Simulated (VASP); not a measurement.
Set up this calculation in VASP 6.6.1, as the native input.

```yaml
Task: relaxation of the atoms
Functional: PBEsol
Potentials_or_basis: VASP PAW PBE potentials, release 64 (Ag)
Cutoff: 520 eV
k_mesh: 12 × 12 × 1
Occupations: gaussian, width 0.1 eV
Spin: no spin polarisation
Dipole_correction: yes
Further_INCAR_settings: ALGO = Normal; EDIFF = 1e-06; IBRION = 2; EDIFFG = -0.02; NSW = 80
```

The structure of Ag lies in POSCAR:

```
Ag
1.0
    2.8687411792      0.0000000000      0.0000000000
   -1.4343705896      2.4844027381      0.0000000000
    0.0000000000      0.0000000000     26.6956358961
Ag
6
Direct
    0.0000000000      0.0000000000      0.2809447967
    0.6666666667      0.3333333333      0.3685239682
    0.3333333333      0.6666666667      0.4561031397
    0.6666666667      0.3333333333      0.5438968603
    0.3333333333      0.6666666667      0.6314760318
    0.0000000000      0.0000000000      0.7190552033
```

One way to write it, as run:

INCAR

```
PREC = Accurate ; ENCUT = 520
EDIFF = 1E-6 ; ISMEAR = 0
SIGMA = 0.1 ; LREAL = False
LASPH = True ; NELM = 80
ALGO = Normal ; ISIF = 2
LWAVE = False ; LCHARG = False
LDIPOL = True ; IDIPOL = 3
DIPOL = 0.5 0.5 0.500 ; GGA = PS
IBRION = 2 ; NSW = 80
EDIFFG = -0.02
```

KPOINTS

```
Automatic mesh
0
Gamma
  12 12 1
```

Potentials or basis: VASP PAW PBE potentials, release 64 (Ag).

The run is started by

```bash
$ cat potpaw_PBE.64/Ag/POTCAR > POTCAR
$ mpirun -np 1 vasp_std > vasp.out
```

Results of the run:

| Quantity | Value |
| --- | --- |
| Energy gained by relaxing | 0.6 meV/atom |
| Ionic steps | 9 |
| Band gap on the k mesh | zero (bands 33 and 34 overlap by 6.36 eV) |

Wall time 11 min on 1 thread of Intel(R) Xeon(R) Platinum 8488C (Sapphire Rapids), with other jobs on the host, peak memory 0.38 GiB.
